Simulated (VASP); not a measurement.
A run of VASP 6.6.1 is set up as follows.

Contents of INCAR:

```
  PREC = Accurate
  ENCUT = 520
  EDIFF = 1E-6
  ISMEAR = -1
  SIGMA = 0.02
  LREAL = F
  LASPH = T
  NELM = 100
  ALGO = Normal
  ISIF = 2
  LWAVE = F
  LCHARG = T
  GGA = PE
  LELF = T
  LVHAR = T
  NBANDS = 35
```

File KPOINTS:

```
regular mesh
0
Gamma
  12 12 2
```

The input POSCAR:

```
WSe2
1.0
    3.2996674462      0.0000000000      0.0000000000
   -1.6498337231      2.8575958324      0.0000000000
    0.0000000000      0.0000000000     12.7542398805
W Se
2 4
Direct
    0.3333333333      0.6666666667      0.2500000000
    0.6666666667      0.3333333333      0.7500000000
    0.6666666667      0.3333333333      0.3801891421
    0.6666666667      0.3333333333      0.1198108579
    0.3333333333      0.6666666667      0.8801891421
    0.3333333333      0.6666666667      0.6198108579
```

Potentials or basis: VASP PAW PBE potentials, release 64 (W_sv, Se).

Run with:

```bash
$ cat potpaw_PBE.64/W_sv/POTCAR potpaw_PBE.64/Se/POTCAR > POTCAR
$ mpirun -np 1 vasp_std > vasp.out
```

**Question.** Estimate the band gap on the k mesh.

**Answer.** 0.90 eV (least direct gap 1.46 eV).

**Question.** Estimate the largest force.

**Answer.** 0.341 eV/Å.

**Question.** Predict the pressure.

**Answer.** 4.7 GPa.

Forces in eV/Å, atoms in the order of the input:
```
W    0.000  0.000  0.000
W    0.000  0.000  0.000
Se   0.000  0.000  0.341
Se   0.000  0.000 -0.341
Se   0.000  0.000  0.341
Se   0.000  0.000 -0.341
```

Caveat: the cell differs from its parent crystal (uniaxial z strain -3.0%); the cell stands under pressure; spin-orbit coupling is left out, which moves the levels of the heavy elements; this functional lacks dispersion, which binds the layers, so the pressure and a relaxed spacing across them are unreliable. A k mesh can miss the band edges.
